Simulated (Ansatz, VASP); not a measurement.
**NaI: VASP beside Ansatz**

```
CELL_PARAMETERS angstrom
-2.18766 2.18766 7.28728
2.18766 -2.18766 7.28728
2.18766 2.18766 -7.28728
ATOMIC_POSITIONS crystal
Na 0.25000 0.75000 0.50000
Na 0.50000 0.50000 0.00000
I 0.75000 0.25000 0.50000
I 0.00000 0.00000 0.00000
```

Alike in both runs: functional PBE; dispersion D3(BJ); k mesh 8 × 8 × 8; occupations gaussian, width 0.02 eV; no spin polarisation.

Ansatz relaxed the structure, and its values are those at the end. VASP's run is a single point on that final structure, the one shown.

|  | VASP | Ansatz |
| --- | --- | --- |
| version | VASP 6.6.1 | Ansatz 0.2.0 |
| potentials or method | VASP PAW PBE potentials, release 64 (Na_pv, I), cutoff 520 eV | scalar-relativistic, plane waves, PAW |
| valence electrons in the cell | 28 | 52 |

|  | VASP | Ansatz | Ansatz less VASP |
| --- | --- | --- | --- |
| gap on the k mesh at the Fermi level (eV) | 2.67 | 2.67 | +0.001 |
| least direct gap on the mesh (eV) | 2.69 | 2.69 | +0.001 |
| pressure (GPa) | 0.0 | 0.0 | -0.02 |

VASP's potentials hold 28 valence electrons a cell and Ansatz's 52, so a difference there can come from the potentials and not from the codes.

Spin-orbit coupling is off throughout.
